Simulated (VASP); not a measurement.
# Al in VASP: a series of runs, part 2 of 2

VASP 6.6.1. The steps go on from the part before.

## (3) Relaxation of the atoms, PBE

Input file INCAR:

```
  PREC = Accurate
  ENCUT = 520
  EDIFF = 1E-7
  ISMEAR = -1
  SIGMA = 0.08
  LREAL = F
  LASPH = T
  NELM = 100
  ALGO = Normal
  ISIF = 2
  LWAVE = F
  LCHARG = F
  LDIPOL = T
  IDIPOL = 3
  DIPOL = 0.5 0.5 0.500
  GGA = PE
  IBRION = 2
  NSW = 32
  EDIFFG = -0.01
```

Input file KPOINTS:

```
regular mesh
0
Gamma
  16 16 1
```

Input file POSCAR:

```
Al
1.0
    2.8574853682      0.0000000000      0.0000000000
   -1.4287426841      2.4746549198      0.0000000000
    0.0000000000      0.0000000000     25.3325000000
Al
5
Direct
    0.8333333333      0.1666666667      0.3137545030
    0.1666666667      0.8333333333      0.4073592054
    0.5000000000      0.5000000000      0.4999999998
    0.8333333333      0.1666666667      0.5926407961
    0.1666666667      0.8333333333      0.6862454957
```

Potentials or basis: VASP PAW PBE potentials, release 64 (Al).

Command:

```bash
> cat potpaw_PBE.64/Al/POTCAR > POTCAR
> mpirun -np 1 vasp_std > vasp.out
```

OUTCAR:

```text
PREC = Accurate
   ENCUT = 520
   EDIFF = 1E-7
   ISMEAR = -1
   LREAL = F
   LASPH = T
   NELM = 100
   ISIF = 2
   GGA = PE
   IBRION = 2
   NSW = 32
   EDIFFG = -0.01

 ion  position               nearest neighbor table
   1  0.833  0.167  0.314-   2 2.89   2 2.89   2 2.89
   2  0.167  0.833  0.407-   3 2.87   3 2.87   3 2.87   1 2.89   1 2.89   1 2.89
   3  0.500  0.500  0.500-   2 2.87   2 2.87   2 2.87   4 2.87   4 2.87   4 2.87
   4  0.833  0.167  0.593-   3 2.87   3 2.87   3 2.87   5 2.89   5 2.89   5 2.89
   5  0.167  0.833  0.686-   4 2.89   4 2.89   4 2.89

  LATTYP: Found a hexagonal cell.
 ALAT       =     2.8574853682
 C/A-ratio  =     8.8653122364

  Lattice vectors:

[... 544 lines left out ...]
  Total       -1.6445589     -1.6445589     -0.0119309      0.0000000      0.0000000      0.0000000
  in kB      -14.7090051    -14.7090051     -0.1067105      0.0000000      0.0000000      0.0000000
  external PRESSURE =      -9.8415736 kB  Pullay stress =       0.0000000 kB

 VOLUME and BASIS-vectors are now :
 -----------------------------------------------------------------------------
  energy-cutoff  :      520.00
  volume of cell :      179.13
      direct lattice vectors                 reciprocal lattice vectors
     2.857485368  0.000000000  0.000000000     0.349958047  0.202048373  0.000000000
    -1.428742684  2.474654920  0.000000000     0.000000000  0.404096746  0.000000000
     0.000000000  0.000000000 25.332500000     0.000000000  0.000000000  0.039474983

 POSITION                                       TOTAL-FORCE (eV/Angst)
 -----------------------------------------------------------------------------------
      2.14311      0.41244      7.94819        -0.000000     -0.000000      0.000474
     -0.71437      2.06221     10.31943        -0.000000      0.000000      0.000894
      0.71437      1.23733     12.66625        -0.000000      0.000000      0.000000
      2.14311      0.41244     15.01307         0.000000     -0.000000     -0.000894
     -0.71437      2.06221     17.38431         0.000000      0.000000     -0.000474
 -----------------------------------------------------------------------------------
    total drift:                                0.000000     -0.000000      0.000000

  FREE ENERGIE OF THE ION-ELECTRON SYSTEM (eV)
  ---------------------------------------------------
  free  energy   TOTEN  =       -18.0204879259 eV

  energy  without entropy=      -17.9704391448  energy(sigma->0) =      -17.99546354

 reached required accuracy - stopping structural energy minimisation

 vacuum level on the upper side and lower side of the slab         5.553         5.553
```

OSZICAR:

```text
N       E                     dE             d eps       ncg     rms          rms(c)
DAV:   1     0.446870701932E+02    0.44687E+02   -0.47312E+03   660   0.951E+02
DAV:   2    -0.154761402170E+02   -0.60163E+02   -0.54230E+02   921   0.140E+02
DAV:   3    -0.185362736292E+02   -0.30601E+01   -0.28642E+01   882   0.305E+01
[... 15 lines left out ...]
DAV:  19    -0.180204796277E+02   -0.23004E-04   -0.25236E-06   720   0.482E-03    0.477E-04
DAV:  20    -0.180204866792E+02   -0.70514E-05   -0.69875E-07   612   0.241E-03    0.420E-04
DAV:  21    -0.180204870904E+02   -0.41123E-06   -0.11825E-08   534   0.578E-04    0.246E-04
DAV:  22    -0.180204879042E+02   -0.81376E-06   -0.58656E-08   535   0.611E-04    0.659E-05
DAV:  23    -0.180204879259E+02   -0.21706E-07   -0.14118E-09   499   0.204E-04
   1 F= -.18020488E+02 E0= -.17995464E+02  d E =-.180205E+02
```

CONTCAR:

```text
Al
   1.00000000000000
     2.8574853681999999    0.0000000000000000    0.0000000000000000
    -1.4287426840999999    2.4746549197999999    0.0000000000000000
     0.0000000000000000    0.0000000000000000   25.3324999999999996
  Al
     5
Direct
     0.8333333332999970    0.1666666667000030    0.3137545029999984
     0.1666666667000030    0.8333333332999970    0.4073592053999988
     0.5000000000000000    0.5000000000000000    0.4999999997999964
     0.8333333332999970    0.1666666667000030    0.5926407960999995
     0.1666666667000030    0.8333333332999970    0.6862454956999997

  0.00000000E+00  0.00000000E+00  0.00000000E+00
  0.00000000E+00  0.00000000E+00  0.00000000E+00
  0.00000000E+00  0.00000000E+00  0.00000000E+00
  0.00000000E+00  0.00000000E+00  0.00000000E+00
  0.00000000E+00  0.00000000E+00  0.00000000E+00
```

It took 71 s on 1 thread of Intel Xeon Platinum 8488C (Sapphire Rapids), shared host; peak memory 0.31 GiB.

What came out:

```
Free energy            : -18.0205 eV
Band gap on the k mesh : zero (an odd number of electrons rules out a gap without spin polarisation)
```

Final structure:
```
Al
1.0
     2.85749    0.00000    0.00000
    -1.42874    2.47465    0.00000
     0.00000    0.00000   25.33250
Al
5
Direct
  0.83333 0.16667 0.31375
  0.16667 0.83333 0.40736
  0.50000 0.50000 0.50000
  0.83333 0.16667 0.59264
  0.16667 0.83333 0.68625
```

Levels at points of the mesh, in eV from the Fermi level:
| k point | band 4 | band 5 | band 6 | band 7 | band 8 | band 9 | band 10 | band 11 |
| --- | --- | --- | --- | --- | --- | --- | --- | --- |
| (0.00, 0.00, 0.00) | -7.56 | -5.68 | -3.61 | -1.23 | 1.12 | 2.98 | 3.98 | 4.25 |
| (0.50, 0.00, 0.00) | -4.23 | -3.36 | -3.09 | -1.87 | -1.42 | 0.17 | 0.23 | 1.94 |
